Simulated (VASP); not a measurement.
Here is a VASP 6.6.1 calculation.

POSCAR

```
Sb
1.0
    3.3545324186      0.0000000000      0.0000000000
   -1.6772662093      2.9051102923      0.0000000000
    0.0000000000      0.0000000000      5.4701606500
Sb
2
Direct
    0.6666666667      0.3333333333      0.7500000000
    0.3333333333      0.6666666667      0.2500000000
```

File INCAR.step1:

```
SYSTEM = Sb
PREC = Accurate ; ENCUT = 520
EDIFF = 1E-5 ; ISMEAR = -1
SIGMA = 0.05 ; LREAL = .FALSE.
LASPH = .TRUE. ; NELM = 100
ALGO = Normal ; ISIF = 2
LWAVE = .TRUE. ; GGA = PE
NBANDS = 12
```

Contents of INCAR.step2:

```
SYSTEM = Sb
PREC = Accurate ; ENCUT = 520
EDIFF = 1E-7 ; ISMEAR = -1
SIGMA = 0.05 ; LREAL = .FALSE.
LASPH = .TRUE. ; NELM = 100
ALGO = Normal ; ISIF = 2
LWAVE = .FALSE. ; LCHARG = .TRUE.
GGA = B3 ; LHFCALC = .TRUE.
AEXX = 0.2 ; AGGAX = 0.72
AGGAC = 0.81 ; ALDAC = 0.19
PRECFOCK = Normal ; LELF = .TRUE.
LVHAR = .TRUE. ; ISTART = 1
NBANDS = 12
```

The input KPOINTS:

```
regular mesh
0
G
  5 5 3
  0 0 0
```

Potentials or basis: VASP PAW PBE potentials, release 64 (Sb).

Command:

```sh
$ cat potpaw_PBE.64/Sb/POTCAR > POTCAR
$ cp INCAR.step1 INCAR
$ mpirun -np 1 vasp_std > vasp.out
$ cp INCAR.step2 INCAR
$ mpirun -np 1 vasp_std > vasp.out
```

(1) What does it give for the band gap on the k mesh?

(2) Estimate the pressure.

## Answers

(1) zero (band 5 reaches 13.47 eV, above the bottom of band 6 at 6.65 eV).

(2) 2.7 GPa.

Caveat: the k points lie up to 0.43 Å⁻¹ apart; the PAW data sets were made with another functional, which shifts forces and pressure a little; spin-orbit coupling is left out, which moves the levels of the heavy elements.
